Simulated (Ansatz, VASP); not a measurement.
# Two plane-wave programs on HfAl3N

```xyz
5
Lattice="5.6771 0.0000 0.0000 -2.8385 4.9165 0.0000 0.0000 0.0000 4.1533" Properties=species:S:1:pos:R:3 pbc="T T T"
Hf    0.0000    0.0000    2.0767
Al    2.8385    0.0000    2.0767
Al   -1.4193    2.4583    2.0767
Al    1.4193    2.4583    2.0767
N     0.0000    0.0000    0.0000
```

Alike in both runs: task relaxation of cell and atoms; functional PBE; k mesh 12 × 12 × 10; occupations gaussian, width 0.1 eV; no spin polarisation.

|  | VASP | Ansatz |
| --- | --- | --- |
| version | VASP 6.6.1 | Ansatz 0.2.0 |
| potentials or method | VASP PAW PBE potentials, release 64 (Hf_pv, Al, N), cutoff 600 eV | scalar-relativistic, plane waves, PAW |
| valence electrons in the cell | 24 | 40 |

```tsv
	VASP	Ansatz	Ansatz less VASP
gap on the k mesh at the Fermi level, each at its own relaxed structure (eV)	none	none	-
relaxed volume (Å³/atom)	23.18	23.17	-0.007
relaxed cell length with the largest relative difference (Å)	4.140	4.144	+0.0038
```

A gap of «none» marks a metal or a gap that the smearing closes. VASP's potentials hold 24 valence electrons a cell and Ansatz's 40, so a difference there can come from the potentials and not from the codes.

Spin-orbit coupling is off throughout.
